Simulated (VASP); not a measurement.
# Al in VASP: a series of runs

Runs on Al. Level: PBE. Tasks: single point, relaxation of cell and atoms.

All numbers are computed with VASP 6.6.1; they aren't measurements. Logs are shortened: lines on timing, memory, paths and dates and some standing lists are left out, and cuts for length are marked.

## Step 1: The cell of the first run

It takes space group Pm-3m (No. 221, cubic). The conventional cell has a = 2.722 Å, b = 2.722 Å, c = 2.722 Å, α = 90.00°, β = 90.00°, γ = 90.00°. Within 3.6 Å of Al (site symmetry m-3m) lie 6 Al at 2.72 Å.

## Step 2: Single point, PBE

INCAR

```
SYSTEM = Al
PREC = Accurate
ENCUT = 520
EDIFF = 1E-7
ISMEAR = 0
SIGMA = 0.1
LREAL = .False.
LASPH = .True.
NELM = 100
ALGO = Normal
ISIF = 2
LWAVE = .False.
LCHARG = .False.
GGA = PE
NBANDS = 8
```

KPOINTS

```
Automatic mesh
0
Gamma
  20 20 20
  0 0 0
```

POSCAR

```
Al
1.0
    2.7215040804      0.0000000000      0.0000000000
    0.0000000000      2.7215040804      0.0000000000
    0.0000000000      0.0000000000      2.7216618074
Al
1
Direct
    0.5000000000      0.5000000000      0.5000000000
```

Potentials or basis: VASP PAW PBE potentials, release 64 (Al).

Command:

```bash
cat potpaw_PBE.64/Al/POTCAR > POTCAR
mpirun -np 1 vasp_std > vasp.out
```

OUTCAR:

```text
SYSTEM = Al
   PREC = Accurate
   ENCUT = 520
   EDIFF = 1E-7
   ISMEAR = 0
   LREAL = .False.
   LASPH = .True.
   NELM = 100
   ISIF = 2
   GGA = PE

 ion  position               nearest neighbor table
   1  0.500  0.500  0.500-

  LATTYP: Found a simple tetragonal cell.
 ALAT       =     2.7215040804
 C/A-ratio  =     1.0000579558

  Lattice vectors:

 A1 = (   2.7215040804,   0.0000000000,   0.0000000000)
 A2 = (   0.0000000000,   2.7215040804,   0.0000000000)
 A3 = (   0.0000000000,   0.0000000000,   2.7216618074)

Analysis of symmetry for initial positions (statically):
=====================================================================
 Subroutine PRICEL returns:
 Original cell was already a primitive cell.

 Routine SETGRP: Setting up the symmetry group for a
 simple tetragonal supercell.

 Subroutine GETGRP returns: Found 16 space group operations
 (whereof 16 operations were pure point group operations)
 out of a pool of 16 trial point group operations.

The static configuration has the point symmetry D_4h.

Analysis of symmetry for dynamics (positions and initial velocities):
=====================================================================
 Subroutine PRICEL returns:
 Original cell was already a primitive cell.

 Routine SETGRP: Setting up the symmetry group for a
 simple tetragonal supercell.

 Subroutine GETGRP returns: Found 16 space group operations
 (whereof 16 operations were pure point group operations)
 out of a pool of 16 trial point group operations.

The dynamic configuration has the point symmetry D_4h.

 Subroutine INISYM returns: Found 16 space group operations
 (whereof 16 operations are pure point group operations),
 and found     1 'primitive' translations

----------------------------------------------------------------------------------------

                                     Primitive cell

  volume of cell :      20.1582

  direct lattice vectors                    reciprocal lattice vectors
     2.721504080  0.000000000  0.000000000     0.367443873  0.000000000  0.000000000
     0.000000000  2.721504080  0.000000000     0.000000000  0.367443873  0.000000000
     0.000000000  0.000000000  2.721661807     0.000000000  0.000000000  0.367422579

  length of vectors
     2.721504080  2.721504080  2.721661807     0.367443873  0.367443873  0.367422579

  position of ions in fractional coordinates (direct lattice)
     0.500000000  0.500000000  0.500000000

  ion indices of the primitive-cell ions
   primitive index   ion index
                 1           1

----------------------------------------------------------------------------------------

 KPOINTS: Automatic mesh

Automatic generation of k-mesh.
 Grid dimensions read from file:
 generate k-points for:   20   20   20

 Generating k-lattice:

  Cartesian coordinates                     Fractional coordinates (reciprocal lattice)
     0.018372194  0.000000000  0.000000000     0.050000000  0.000000000  0.000000000
     0.000000000  0.018372194  0.000000000     0.000000000  0.050000000  0.000000000
     0.000000000  0.000000000  0.018371129     0.000000000  0.000000000  0.050000000

  Length of vectors
     0.018372194  0.018372194  0.018371129

  Shift w.r.t. Gamma in fractional coordinates (k-lattice)
     0.000000000  0.000000000  0.000000000

 Subroutine IBZKPT returns following result:
 ===========================================

 Found    726 irreducible k-points:

 Following reciprocal coordinates:
            Coordinates               Weight
  0.000000  0.000000  0.000000      1.000000
  0.050000  0.000000  0.000000      4.000000
  0.100000  0.000000  0.000000      4.000000
  0.150000  0.000000  0.000000      4.000000
  0.200000  0.000000  0.000000      4.000000
  0.250000  0.000000  0.000000      4.000000
[... 16 lines left out ...]
  0.150000  0.100000  0.000000      8.000000
  0.200000  0.100000  0.000000      8.000000
 [... further k-points ...]
   k-points           NKPTS =    726   k-points in BZ     NKDIM =    726   number of bands    NBANDS=      8
   number of dos      NEDOS =    301   number of ions     NIONS =      1
   total plane-waves  NPLWV =   8000
   dimension x,y,z NGX =    20 NGY =   20 NGZ =   20
   dimension x,y,z NGXF=    40 NGYF=   40 NGZF=   40
   ions per type =               1
   NGX,Y,Z   is equivalent  to a cutoff of  12.22, 12.22, 12.22 a.u.
   NGXF,Y,Z  is equivalent  to a cutoff of  24.43, 24.43, 24.43 a.u.
 SYSTEM =  Al
   PREC   = accura    normal or accurate (medium, high low for compatibility)
   ISTART =      0    job   : 0-new  1-cont  2-samecut
   ICHARG =      2    charge: 1-file 2-atom 10-const
   ISPIN  =      1    spin polarized calculation?
   LNONCOLLINEAR =      F non collinear calculations
   LSORBIT =      F    spin-orbit coupling
   LASPH  =      T    aspherical Exc in radial PAW
   ENCUT  =  520.0 eV  38.22 Ry    6.18 a.u.   5.06  5.06  5.06*2*pi/ulx,y,z
   NELM   =    100;   NELMIN=  2; NELMDL= -5     # of ELM steps
   EDIFF  = 0.1E-06   stopping-criterion for ELM
   LREAL  =      F    real-space projection
   EDIFFG = 0.1E-05   stopping-criterion for IOM
   NSW    =      0    number of steps for IOM
   IBRION =     -1    ionic relax: 0-MD 1-quasi-New 2-CG
   NFREE  =      0    steps in history (QN), initial steepest desc. (CG)
   ISIF   =      2    stress and relaxation
   ISYM   =      2    0-nonsym 1-usesym 2-fastsym
   POTIM  = 0.5000    time-step for ionic-motion
   TEBEG  =    0.0;   TEEND  =   0.0 temperature during run
   PSTRESS=    0.0 pullay stress
   NELECT =       3.0000    total number of electrons
   NUPDOWN=      -1.0000    fix difference up-down
   EMIN   =  10.00;   EMAX   =-10.00  energy-range for DOS
   EFERMI =   0.00;   METHOD = LEGACY
   ISMEAR =     0;   SIGMA  =   0.10  broadening in eV -4-tet -1-fermi 0-gaus
   EFERMI_NEDOS =   21; number of points for ismear=-14 and -15
   IALGO  =     38    algorithm
   IMIX   =      4    mixing-type and parameters
     AMIX     =   0.40;   BMIX     =  1.00
     AMIX_MAG =   1.60;   BMIX_MAG =  1.00
  volume/ion in A,a.u.               =      20.16       136.03
  Fermi-wavevector in a.u.,A,eV,Ry     =   0.867557  1.639444 10.240488  0.752655
  Thomas-Fermi vector in A             =   1.986108
   LORBIT       =      0    0 simple, 1 ext, 2 COOP (PROOUT), +10 PAW based schemes
   GGA     = PE    functional components
   LHFCALC =     F    Hartree Fock is set to
   AEXX    =    0.0000 exact exchange contribution
   IVDW    =     0    specifies the selected vdW correction
   LEPSILON=     F    determine dielectric tensor
   LRPA    =     F    only Hartree local field effects (RPA)
 non-spin polarized calculation
 Gauss-broadening in eV      SIGMA  =   0.10
  energy-cutoff  :      520.00
  volume of cell :       20.16
 maximum number of plane-waves:       554
   NGX = 11   NGY = 11   NGZ = 11

 number of electron       3.0000000 magnetization

 Free energy of the ion-electron system (eV)
  ---------------------------------------------------
  ext. energy  EPLUGINS =         0.00000000
  ---------------------------------------------------
  free energy    TOTEN  =        -3.37631430 eV

  energy without entropy =       -3.37429375  energy(sigma->0) =       -3.37530402

 E-fermi :   5.6430     XC(G=0):  -9.4230

 val. band max:        5.6055509836   @ k =   0.4500   0.4000   0.2000
 cond. band min:       5.6461940125   @ k =   0.0500   0.0500   0.3000
 fundamental gap:      0.0406430289
 Fermi energy:         5.6430378893

 k-point     1 :       0.0000    0.0000    0.0000
  band No.  band energies     occupation
      1      -3.8962      2.00000
      2      13.6446      0.00000
      3      13.6454      0.00000
      4      14.7775      0.00000
      5      14.7798      0.00000
      6      14.7798      0.00000
      7      21.0319      0.00000
      8      29.5959      0.00000

 k-point     2 :       0.0500    0.0000    0.0000
  band No.  band energies     occupation
      1      -3.8468      2.00000
      2      12.6234      0.00000
      3      13.6864      0.00000
      4      14.8191      0.00000
      5      14.8214      0.00000
      6      15.7049      0.00000
      7      21.2391      0.00000
      8      29.1609      0.00000

 k-point     3 :       0.1000    0.0000    0.0000
  band No.  band energies     occupation
      1      -3.6988      2.00000
      2      11.1676      0.00000
      3      13.8102      0.00000
      4      14.9437      0.00000
      5      14.9460      0.00000
      6      16.8519      0.00000
      7      21.8746      0.00000
      8      28.1439      0.00000

 k-point     4 :       0.1500    0.0000    0.0000
  band No.  band energies     occupation
      1      -3.4526      2.00000
      2       9.6952      0.00000
      3      14.0134      0.00000
      4      15.1512      0.00000
      5      15.1535      0.00000
      6      17.7986      0.00000
      7      22.9249      0.00000
      8      26.9142      0.00000

 k-point     5 :       0.2000    0.0000    0.0000
  band No.  band energies     occupation
      1      -3.1091      2.00000
      2       8.2570      0.00000
      3      14.2905      0.00000
      4      15.4410      0.00000
      5      15.4433      0.00000
      6      18.5689      0.00000
      7      24.2695      0.00000
      8      25.6422      0.00000

 k-point     6 :       0.2500    0.0000    0.0000
  band No.  band energies     occupation
      1      -2.6696      2.00000
      2       6.8742      0.00000
      3      14.6316      0.00000
      4      15.8122      0.00000
      5      15.8145      0.00000
      6      19.2500      0.00000
      7      24.3964      0.00000
      8      24.3984      0.00000

 k-point     7 :       0.3000    0.0000    0.0000
  band No.  band energies     occupation
      1      -2.1362      2.00000
      2       5.5598      1.76062
      3      15.0204      0.00000
      4      16.2626      0.00000
      5      16.2649      0.00000
      6      19.9061      0.00000
      7      23.2126      0.00000
      8      23.2145      0.00000

 k-point     8 :       0.3500    0.0000    0.0000
  band No.  band energies     occupation
      1      -1.5127      2.00000
      2       4.3240      2.00000
      3      15.4289      0.00000
      4      16.7871      0.00000
      5      16.7894      0.00000
      6      20.5611      0.00000
      7      22.1086      0.00000
      8      22.1106      0.00000

 k-point     9 :       0.4000    0.0000    0.0000
  band No.  band energies     occupation
      1      -0.8079      2.00000
      2       3.1796      2.00000
      3      15.8105      0.00000
      4      17.3714      0.00000
      5      17.3737      0.00000
      6      21.1066      0.00000
      7      21.1086      0.00000
      8      21.1970      0.00000

 k-point    10 :       0.4500    0.0000    0.0000
  band No.  band energies     occupation
      1      -0.0562      2.00000
      2       2.1632      2.00000
      3      16.0948      0.00000
      4      17.9617      0.00000
      5      17.9640      0.00000
      6      20.2643      0.00000
      7      20.2663      0.00000
      8      21.7291      0.00000
[... 78 lines left out ...]
 k-point    18 :       0.3500    0.0500    0.0000
  band No.  band energies     occupation
      1      -1.4639      2.00000
      2       4.3691      2.00000
      3      14.6687      0.00000
      4      16.8275      0.00000
      5      17.2233      0.00000
      6      20.6725      0.00000
      7      21.6409      0.00000
      8      22.1468      0.00000

 k-point    19 :       0.4000    0.0500    0.0000
  band No.  band energies     occupation
      1      -0.7592      2.00000
      2       3.2255      2.00000
      3      15.1264      0.00000
      4      17.4113      0.00000
      5      17.7244      0.00000
      6      20.1879      0.00000
      7      21.1460      0.00000
      8      21.7545      0.00000

 k-point    20 :       0.4500    0.0500    0.0000
  band No.  band energies     occupation
      1      -0.0074      2.00000
      2       2.2094      2.00000
      3      15.4949      0.00000
      4      18.0007      0.00000
      5      18.2361      0.00000
      6      19.4332      0.00000
      7      20.3051      0.00000
      8      22.1373      0.00000

 k-point    21 :       0.5000    0.0500    0.0000
  band No.  band energies     occupation
      1       0.4985      2.00000
      2       1.6152      2.00000
      3      15.6435      0.00000
      4      18.3320      0.00000
      5      18.7196      0.00000
      6      18.8504      0.00000
      7      19.8897      0.00000
      8      22.2706      0.00000

 k-point    22 :       0.1000    0.1000    0.0000
  band No.  band energies     occupation
      1      -3.5016      2.00000
      2      10.8945      0.00000
      3      11.9513      0.00000
      4      15.1096      0.00000
      5      15.8449      0.00000
      6      18.2310      0.00000
      7      22.4595      0.00000
      8      26.3743      0.00000

 k-point    23 :       0.1500    0.1000    0.0000
  band No.  band energies     occupation
      1      -3.2556      2.00000
      2       9.7658      0.00000
      3      11.8390      0.00000
      4      15.3167      0.00000
      5      16.1411      0.00000
      6      19.2471      0.00000
      7      23.2276      0.00000
      8      25.1012      0.00000

 k-point    24 :       0.2000    0.1000    0.0000
  band No.  band energies     occupation
      1      -2.9125      2.00000
      2       8.3952      0.00000
      3      12.0757      0.00000
      4      15.6060      0.00000
      5      16.4569      0.00000
      6      20.0750      0.00000
      7      23.4425      0.00000
      8      24.7488      0.00000

 [... further k-points ...]
[... 5 lines left out ...]
  --------------------------------------------------------------------------------------
  -------------------------------------------------------------------------------------
  Total       -0.0005508     -0.0005508     -0.0014888      0.0000000     -0.0000000      0.0000000
  in kB       -0.0437754     -0.0437754     -0.1183314      0.0000000     -0.0000000      0.0000000
  external PRESSURE =      -0.0686274 kB  Pullay stress =       0.0000000 kB

 VOLUME and BASIS-vectors are now :
 -----------------------------------------------------------------------------
  energy-cutoff  :      520.00
  volume of cell :       20.16
      direct lattice vectors                 reciprocal lattice vectors
     2.721504080  0.000000000  0.000000000     0.367443873  0.000000000  0.000000000
     0.000000000  2.721504080  0.000000000     0.000000000  0.367443873  0.000000000
     0.000000000  0.000000000  2.721661807     0.000000000  0.000000000  0.367422579

 POSITION                                       TOTAL-FORCE (eV/Angst)
 -----------------------------------------------------------------------------------
      1.36075      1.36075      1.36083         0.000000      0.000000      0.000000
 -----------------------------------------------------------------------------------
    total drift:                               -0.000000     -0.000000     -0.000000

  FREE ENERGIE OF THE ION-ELECTRON SYSTEM (eV)
  ---------------------------------------------------
  free  energy   TOTEN  =        -3.3763142952 eV

  energy  without entropy=       -3.3742937489  energy(sigma->0) =       -3.37530402
```

Wall time 98 s (1 thread of AMD EPYC 7R43 (Zen 3), shared host); peak memory 0.16 GiB.

Results:

| Item | Value |
| --- | --- |
| Free energy | -3.3763 eV |
| Pressure | 0.0 GPa |

## Step 3: Relaxation of cell and atoms, PBE

This run uses another cell than the first one, of 20.31 Å³/atom, 1.008 times its volume.

INCAR

```
PREC = Accurate
ENCUT = 600
EDIFF = 1E-7
ISMEAR = 0
SIGMA = 0.1
LREAL = F
LASPH = T
NELM = 100
ALGO = Normal
ISIF = 3
LWAVE = F
LCHARG = F
GGA = PE
IBRION = 2
NSW = 100
EDIFFG = -0.01
```

KPOINTS

```
Automatic mesh
0
Gamma
  20 20 20
```

POSCAR

```
Al
1.0
    2.7630160418      0.0000000000      0.0000000000
    0.0000000000      2.7630160418      0.0000000000
    0.0000000000      0.0000000000      2.6608551303
Al
1
Direct
    0.5000000000      0.5000000000      0.5000000000
```

Potentials or basis: VASP PAW PBE potentials, release 64 (Al).

Command:

```bash
cat potpaw_PBE.64/Al/POTCAR > POTCAR
mpirun -np 1 vasp_std > vasp.out
```

Run time: 4.2 min. Hardware: 1 thread of AMD EPYC 7R43 (Zen 3), shared host; peak memory 0.18 GiB.

The run converged. Its results:

* Free energy: -3.3764 eV
* Relaxed volume: 20.15 Å³/atom
* Relaxed cell: a = 2.721 Å, b = 2.721 Å, c = 2.722 Å, α = 90.00°, β = 90.00°, γ = 90.00°
* Space group after relaxing (to 0.05 Å): Pm-3m (No. 221)
* Energy gained by relaxing: 8.0 meV/atom
* Ionic steps: 5
* Pressure after relaxing: 0.0 GPa

The path:
| step | energy change (eV) | largest force (eV/Å) | pressure (GPa) | volume (Å³) |
| --- | --- | --- | --- | --- |
| 1 | 0.0000 | 0.0000 | -0.25 | 20.31 |
| 2 | -0.0077 | 0.0000 | -0.15 | 20.21 |
| 3 | -0.0080 | 0.0000 | -0.08 | 20.19 |
| 4 | -0.0080 | 0.0000 | -0.07 | 20.18 |
| 5 | -0.0080 | 0.0000 | 0.01 | 20.15 |

Final structure:
```
CELL_PARAMETERS angstrom
2.72123 0.00000 0.00000
0.00000 2.72123 0.00000
0.00000 0.00000 2.72159
ATOMIC_POSITIONS crystal
Al 0.50000 0.50000 0.50000
```

Levels at points of the mesh, in eV from the Fermi level:
| k point | band 1 | band 2 | band 3 | band 4 | band 5 |
| --- | --- | --- | --- | --- | --- |
| (0.00, 0.00, 0.00) | -9.54 | 8.00 | 8.00 | 9.14 | 9.14 |
| (0.50, 0.00, 0.00) | -5.19 | -4.07 | 10.56 | 12.65 | 12.66 |
| (0.50, 0.50, 0.00) | -0.53 | -0.53 | -0.27 | 2.22 | 16.22 |
| (0.00, 0.00, 0.50) | -5.20 | -4.07 | 10.56 | 12.66 | 12.66 |
| (0.50, 0.00, 0.50) | -0.53 | -0.53 | -0.28 | 2.22 | 16.22 |
| (0.50, 0.50, 0.50) | 2.88 | 2.88 | 2.88 | 5.60 | 5.60 |

(Part 1 of 2 ends here.)
